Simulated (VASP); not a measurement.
Crystal: HfC.

```
CELL_PARAMETERS angstrom
3.40843 0.00000 0.00000
-1.70421 2.95179 0.00000
0.00000 0.00000 5.30475
ATOMIC_POSITIONS crystal
Hf 0.33333 0.66667 0.25000
Hf 0.66667 0.33333 0.75000
C 0.00000 0.00000 0.50000
C 0.00000 0.00000 0.00000
```

This cell differs from its parent crystal: volume scaled by 1.06.

Base run:

- Program: VASP 6.6.1
- Functional: PBEsol
- Potentials or basis: VASP PAW PBE potentials, release 64 (Hf_pv, C)
- Cutoff: 600 eV
- k mesh: 9 × 9 × 5
- Occupations: fermi-dirac, width 0.05 eV
- Spin: no spin polarisation

Its results: band gap on the k mesh zero (band 14 reaches 6.78 eV, above the bottom of band 15 at 5.75 eV); pressure -19.3 GPa.

The run is repeated on the same cell with these changes: functional from PBEsol to r2SCAN; cutoff from 600 eV to 520 eV; further incar settings from ALGO = Normal; EDIFF = 1e-06; NBANDS = 22 to ALGO = Normal; EDIFF = 1e-07; NBANDS = 22. What comes out?

Band gap on the k mesh zero (band 14 reaches 7.18 eV, above the bottom of band 15 at 5.91 eV); pressure -15.9 GPa.

Caveats: the PAW data sets were made with another functional, which shifts forces and pressure a little; spin-orbit coupling is left out, which moves the levels of the heavy elements.
